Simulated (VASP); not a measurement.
**MoS2: single point with PBE+D3(BJ)**

MoS2:

```
Mo S
1.0
     1.60012    0.92383    5.81664
    -1.60012    0.92383    5.81664
     0.00000   -1.84766    5.81664
Mo S
1 2
Cartesian
  0.0000 0.0000 0.0003
  0.0000 0.0000 13.1495
  0.0000 0.0000 10.1161
```

This cell differs from its parent crystal: strain +0.015 along x and y, -0.030 along z.

```json
{
 "Program": "VASP 6.6.1",
 "Task": "single point",
 "Functional": "PBE",
 "Dispersion": "D3(BJ)",
 "Potentials or basis": "VASP PAW PBE potentials, release 64 (Mo_sv, S)",
 "Cutoff": "520 eV",
 "k mesh": "12 × 12 × 12",
 "Occupations": "gaussian, width 0.05 eV",
 "Spin": "no spin polarisation",
 "Dipole correction": "no",
 "Further INCAR settings": "ALGO = Normal; EDIFF = 1e-07; NBANDS = 20"
}
```

```yaml
Pressure: 0.5 GPa
Largest_force: 0.550 eV/Å
Band_gap_on_the_k_mesh: 0.41 eV (least direct gap 1.55 eV)
Dispersion_energy_per_atom: -0.441 eV
```

Forces in eV/Å, atoms in the order of the input:
```
Mo   0.000  0.000  0.001
S    0.000  0.000  0.549
S    0.000  0.000 -0.550
```

Stress tensor (GPa, compression positive):
```
-2.16  0.00  0.00
 0.00 -2.16  0.00
 0.00  0.00  5.95
```

Levels at points of the mesh, in eV from the valence-band top:
| k point | band 11 | band 12 | band 13 | band 14 | band 15 | band 16 |
| --- | --- | --- | --- | --- | --- | --- |
| (0.00, 0.00, 0.00) | -2.83 | -1.33 | -0.97 | 1.54 | 1.54 | 2.12 |
| (0.50, 0.00, 0.00) | -2.46 | -2.10 | -1.79 | 1.12 | 1.56 | 3.00 |
| (0.50, 0.50, 0.00) | -3.21 | -2.42 | -1.64 | 1.04 | 1.68 | 2.65 |
| (0.50, 0.50, 0.50) | -2.77 | -2.77 | 0.00 | 1.71 | 1.71 | 1.88 |

Wall time 5.7 min on 1 thread of Intel(R) Xeon(R) 6975P-C (Granite Rapids) (shared host), peak memory 0.43 GiB.

Caveat: the cell differs from its parent crystal (strain +0.015 along x and y, -0.030 along z). A k mesh can miss the band edges.
